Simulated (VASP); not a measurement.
Crystal: Ca.

```
CELL_PARAMETERS angstrom
-2.28468 2.28468 2.28468
2.28468 -2.28468 2.28468
2.28468 2.28468 -2.28468
ATOMIC_POSITIONS crystal
Ca 0.00000 0.00000 0.00000
```

This isn't the form of Ca at room conditions, which is fcc.

| Item | Value |
| --- | --- |
| Program | VASP 6.6.1 |
| Task | relaxation of cell and atoms |
| Functional | PBE |
| Potentials or basis | VASP PAW PBE potentials, release 64 (Ca_sv) |
| Cutoff | 600 eV |
| k mesh | 18 × 18 × 18 |
| Occupations | gaussian, width 0.1 eV |
| Spin | no spin polarisation |

At the start: pressure -1.7 GPa; volume 47.70 Å³/atom.

Question: How do energy, volume and symmetry change on relaxing?

Answer: Over 4 steps the energy falls by 31.1 meV/atom and the volume is 42.21 Å³/atom (-11.5 %); space group Im-3m (No. 229, to 0.1 Å) before and after.

The path:
```csv
step,energy change (eV),largest force (eV/Å),pressure (GPa),volume (Å³)
1,0.0000,0.0000,-1.68,47.70
2,-0.0260,0.0000,-0.75,44.33
3,-0.0310,0.0000,-0.09,42.44
4,-0.0311,0.0000,0.00,42.21
```

Final structure:
```
Ca
1.0
    -2.19343    2.19343    2.19343
     2.19343   -2.19343    2.19343
     2.19343    2.19343   -2.19343
Ca
1
Direct
  0.00000 0.00000 0.00000
```
